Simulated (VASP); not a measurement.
A run of VASP 6.6.1 is set up as follows.

The input INCAR:

```
SYSTEM = Fe
PREC = Accurate ; ENCUT = 520
EDIFF = 1E-6 ; ISMEAR = -1
SIGMA = 0.05 ; LREAL = .False.
LASPH = .True. ; NELM = 150
ALGO = Normal ; ISIF = 2
LWAVE = .False. ; LCHARG = .False.
ISPIN = 2 ; MAGMOM = 2.648 2.584 2.584
LORBIT = 11 ; LMAXMIX = 4
GGA = RE ; NBANDS = 23
```

The input KPOINTS:

```
Automatic mesh
0
Gamma
  10 10 15
  0 0 0
```

Contents of POSCAR:

```
Fe
1.0
    4.0461552360      0.0000000000      0.0000000000
   -2.0230776180      3.5040732220      0.0000000000
    0.0000000000      0.0000000000      2.3092246216
Fe
3
Direct
    0.0000000000      1.0000000000      0.0000000000
    0.3333333333      0.6666666667      0.5000000000
    0.6666666667      0.3333333333      0.5000000000
```

Potentials or basis: VASP PAW PBE potentials, release 64 (Fe).

Command:

```bash
$ cat potpaw_PBE.64/Fe/POTCAR > POTCAR
$ mpirun -np 1 vasp_std > vasp.out
```

Question: Estimate the net moment.

Answer: 6.85 μB per cell.

Question: Predict the pressure.

Answer: 21.9 GPa.

Question: Estimate the site moments.

Answer: Fe +2.44, +2.18 (each value once) μB.

Stress tensor (GPa, compression positive):
```
22.05  0.00  0.00
 0.00 22.05  0.00
 0.00  0.00 21.54
```

Caveat: the cell stands under pressure; the PAW data sets were made with another functional, which shifts forces and pressure a little.
